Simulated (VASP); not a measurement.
# Sr2W (P6/mmm) in VASP: a series of runs

Sr2W is run at these levels: PBE; tasks: single point, relaxation of cell and atoms.

All numbers are computed with VASP 6.6.1; they aren't measurements. Logs are shortened: lines on timing, memory, paths and dates and some standing lists are left out, and cuts for length are marked.

**1. The cell of the first run**

Symmetry: P6/mmm, No. 191, hexagonal system. Conventional cell: a = 5.639 Å, b = 5.639 Å, c = 3.022 Å, α = 90.00°, β = 90.00°, γ = 120.00°. Sr (site symmetry -6m2) has 5 Sr at 3.02 to 3.26 Å and 6 W at 3.59 Å within 4.0 Å. W (site symmetry 6/mmm) has 2 W at 3.02 Å and 12 Sr at 3.59 Å within 4.0 Å.

**2. Single point, PBE**

Input file INCAR:

```
  PREC = Accurate
  ENCUT = 520
  EDIFF = 1E-6
  ISMEAR = 0
  SIGMA = 0.1
  LREAL = F
  LASPH = T
  NELM = 60
  ALGO = Normal
  ISIF = 2
  LWAVE = F
  LCHARG = F
  GGA = PE
  NBANDS = 24
```

Input file KPOINTS:

```
Automatic mesh
0
Gamma
  6 6 4
```

Input file POSCAR:

```
Sr2W
1.0
    5.6385525230      0.0000000000      0.0000000000
   -2.8192762615      4.8831297255      0.0000000000
    0.0000000000      0.0000000000      3.0222407376
Sr W
2 1
Direct
    0.3333333333      0.6666666667      0.5000000000
    0.6666666667      0.3333333333      0.5000000000
    0.0000000000      0.0000000000      0.0000000000
```

Potentials or basis: VASP PAW PBE potentials, release 64 (Sr_sv, W_sv).

On the command line:

```bash
> cat potpaw_PBE.64/Sr_sv/POTCAR potpaw_PBE.64/W_sv/POTCAR > POTCAR
> mpirun -np 1 vasp_std > vasp.out
```

OUTCAR:

```text
PREC = Accurate
   ENCUT = 520
   EDIFF = 1E-6
   ISMEAR = 0
   LREAL = F
   LASPH = T
   NELM = 60
   ISIF = 2
   GGA = PE

 ion  position               nearest neighbor table
   1  0.333  0.667  0.500-   2 3.26   2 3.26   2 3.26   3 3.59   3 3.59   3 3.59   3 3.59   3 3.59
                             3 3.59   2 4.44   2 4.44   2 4.44   2 4.44   2 4.44   2 4.44
   2  0.667  0.333  0.500-   1 3.26   1 3.26   1 3.26   3 3.59   3 3.59   3 3.59   3 3.59   3 3.59
                             3 3.59   1 4.44   1 4.44   1 4.44   1 4.44   1 4.44   1 4.44
   3  0.000  0.000  0.000-   1 3.59   2 3.59   1 3.59   2 3.59   2 3.59   2 3.59   1 3.59   1 3.59
                             2 3.59   2 3.59   1 3.59   1 3.59

  LATTYP: Found a hexagonal cell.
 ALAT       =     5.6385525230
 C/A-ratio  =     0.5359958474

  Lattice vectors:

 A1 = (   5.6385525230,   0.0000000000,   0.0000000000)
 A2 = (  -2.8192762615,   4.8831297255,   0.0000000000)
 A3 = (   0.0000000000,   0.0000000000,   3.0222407376)

Analysis of symmetry for initial positions (statically):
=====================================================================
 Subroutine PRICEL returns:
 Original cell was already a primitive cell.

 Routine SETGRP: Setting up the symmetry group for a
 hexagonal supercell.

 Subroutine GETGRP returns: Found 24 space group operations
 (whereof 24 operations were pure point group operations)
 out of a pool of 24 trial point group operations.

The static configuration has the point symmetry D_6h.

Analysis of symmetry for dynamics (positions and initial velocities):
=====================================================================
 Subroutine PRICEL returns:
 Original cell was already a primitive cell.

 Routine SETGRP: Setting up the symmetry group for a
 hexagonal supercell.

 Subroutine GETGRP returns: Found 24 space group operations
 (whereof 24 operations were pure point group operations)
 out of a pool of 24 trial point group operations.

The dynamic configuration has the point symmetry D_6h.

 Subroutine INISYM returns: Found 24 space group operations
 (whereof 24 operations are pure point group operations),
 and found     1 'primitive' translations

----------------------------------------------------------------------------------------

                                     Primitive cell

[... 84 lines left out ...]
   LSORBIT =      F    spin-orbit coupling
   LASPH  =      T    aspherical Exc in radial PAW
   ENCUT  =  520.0 eV  38.22 Ry    6.18 a.u.  10.48 10.48  5.62*2*pi/ulx,y,z
   NELM   =     60;   NELMIN=  2; NELMDL= -5     # of ELM steps
   EDIFF  = 0.1E-05   stopping-criterion for ELM
   LREAL  =      F    real-space projection
   EDIFFG = 0.1E-04   stopping-criterion for IOM
   NSW    =      0    number of steps for IOM
   IBRION =     -1    ionic relax: 0-MD 1-quasi-New 2-CG
   NFREE  =      0    steps in history (QN), initial steepest desc. (CG)
   ISIF   =      2    stress and relaxation
   ISYM   =      2    0-nonsym 1-usesym 2-fastsym
   POTIM  = 0.5000    time-step for ionic-motion
   TEBEG  =    0.0;   TEEND  =   0.0 temperature during run
   PSTRESS=    0.0 pullay stress
   NELECT =      34.0000    total number of electrons
   NUPDOWN=      -1.0000    fix difference up-down
   EMIN   =  10.00;   EMAX   =-10.00  energy-range for DOS
   EFERMI =   0.00;   METHOD = LEGACY
   ISMEAR =     0;   SIGMA  =   0.10  broadening in eV -4-tet -1-fermi 0-gaus
   EFERMI_NEDOS =   21; number of points for ismear=-14 and -15
   IALGO  =     38    algorithm
   IMIX   =      4    mixing-type and parameters
     AMIX     =   0.40;   BMIX     =  1.00
     AMIX_MAG =   1.60;   BMIX_MAG =  1.00
  volume/ion in A,a.u.               =      27.74       187.18
  Fermi-wavevector in a.u.,A,eV,Ry     =   1.214795  2.295629 20.078467  1.475726
  Thomas-Fermi vector in A             =   2.350203
   LORBIT       =      0    0 simple, 1 ext, 2 COOP (PROOUT), +10 PAW based schemes
   GGA     = PE    functional components
   LHFCALC =     F    Hartree Fock is set to
   AEXX    =    0.0000 exact exchange contribution
   IVDW    =     0    specifies the selected vdW correction
   LEPSILON=     F    determine dielectric tensor
   LRPA    =     F    only Hartree local field effects (RPA)
 non-spin polarized calculation
 Gauss-broadening in eV      SIGMA  =   0.10
  energy-cutoff  :      520.00
  volume of cell :       83.21
 maximum number of plane-waves:      2268
 NGX is ok and might be reduce to    42
   NGX = 21   NGY = 21   NGZ = 11

 number of electron      34.0000000 magnetization

 Free energy of the ion-electron system (eV)
  ---------------------------------------------------
  ext. energy  EPLUGINS =         0.00000000
  ---------------------------------------------------
  free energy    TOTEN  =       -12.21725358 eV

  energy without entropy =      -12.18333614  energy(sigma->0) =      -12.20029486

 E-fermi :   4.2583     XC(G=0): -10.0437

 val. band max:        4.2411970402   @ k =   0.3333  -0.0000   0.2500
 cond. band min:       4.2747791343   @ k =   0.5000  -0.0000   0.2500
 fundamental gap:      0.0335820941
 Fermi energy:         4.2582957506

 k-point     1 :       0.0000    0.0000    0.0000
  band No.  band energies     occupation
      1     -69.2319      2.00000
      2     -33.4035      2.00000
      3     -33.4035      2.00000
      4     -33.1095      2.00000
      5     -31.2411      2.00000
      6     -31.0472      2.00000
[... 556 lines left out ...]
     23       7.4626      0.00000
     24       8.3194      0.00000

------------------------ aborting loop because EDIFF is reached ----------------------------------------

  FORCE on cell =-STRESS in cart. coord.  units (eV):
  Direction    XX          YY          ZZ          XY          YZ          ZX
  --------------------------------------------------------------------------------------
  -------------------------------------------------------------------------------------
  Total        0.1118492      0.1118492      0.1509897      0.0000000     -0.0000000      0.0000000
  in kB        2.1535185      2.1535185      2.9071201      0.0000000     -0.0000000      0.0000000
  external PRESSURE =       2.4047190 kB  Pullay stress =       0.0000000 kB

 VOLUME and BASIS-vectors are now :
 -----------------------------------------------------------------------------
  energy-cutoff  :      520.00
  volume of cell :       83.21
      direct lattice vectors                 reciprocal lattice vectors
     5.638552523  0.000000000  0.000000000     0.177350481  0.102393348  0.000000000
    -2.819276262  4.883129725  0.000000000     0.000000000  0.204786695  0.000000000
     0.000000000  0.000000000  3.022240738     0.000000000  0.000000000  0.330880326

 POSITION                                       TOTAL-FORCE (eV/Angst)
 -----------------------------------------------------------------------------------
     -0.00000      3.25542      1.51112        -0.000000      0.000000      0.000000
      2.81928      1.62771      1.51112         0.000000      0.000000     -0.000000
      0.00000      0.00000      0.00000         0.000000      0.000000      0.000000
 -----------------------------------------------------------------------------------
    total drift:                               -0.000000      0.000000     -0.000000

  FREE ENERGIE OF THE ION-ELECTRON SYSTEM (eV)
  ---------------------------------------------------
  free  energy   TOTEN  =       -12.2172535779 eV

  energy  without entropy=      -12.1833361382  energy(sigma->0) =      -12.20029486
```

stdout:

```text
POSCAR found type information on POSCAR SrW
 POSCAR found :  2 types and       3 ions
 scaLAPACK will be used
 LDA part: xc-table for (Slater+PW92), standard interpolation
 POSCAR, INCAR and KPOINTS ok, starting setup
 FFT: planning ... GRIDC
 FFT: planning ... GRID_SOFT
 FFT: planning ... GRID
 WAVECAR not read
 entering main loop
```

Wall time 20 s (1 thread of Intel Xeon 6975P-C (Granite Rapids), shared host); peak memory 0.21 GiB.

Results:

```yaml
Free_energy: -12.2173 eV
Pressure: 0.2 GPa
Band_gap_on_the_k_mesh: zero (bands 17 and 18 overlap by 0.57 eV)
```

Stress tensor (GPa, compression positive):
```
0.22 0.00 0.00
0.00 0.22 0.00
0.00 0.00 0.29
```

Levels at points of the mesh, in eV from the Fermi level:
| k point | band 14 | band 15 | band 16 | band 17 | band 18 | band 19 | band 20 | band 21 |
| --- | --- | --- | --- | --- | --- | --- | --- | --- |
| (0.00, 0.00, 0.00) | -1.66 | -0.22 | -0.22 | 0.33 | 0.33 | 1.40 | 1.56 | 2.26 |
| (0.50, 0.00, 0.00) | -1.81 | -1.59 | -0.77 | -0.24 | 0.88 | 1.59 | 1.76 | 2.20 |
| (0.00, 0.00, 0.50) | -1.22 | -1.22 | -1.22 | -0.87 | -0.24 | 1.94 | 1.94 | 2.99 |
| (0.50, 0.00, 0.50) | -1.40 | -1.03 | -0.64 | 0.32 | 0.57 | 0.95 | 1.12 | 3.08 |

Caveat: the k points lie up to 0.52 Å⁻¹ apart, too coarse for converged energies and pressures of a metal; spin-orbit coupling is left out, which moves the levels of the heavy elements.

(Part 1 of 2 ends here.)

The gap in the log of VASP goes by the Fermi energy; the results here count the filled bands.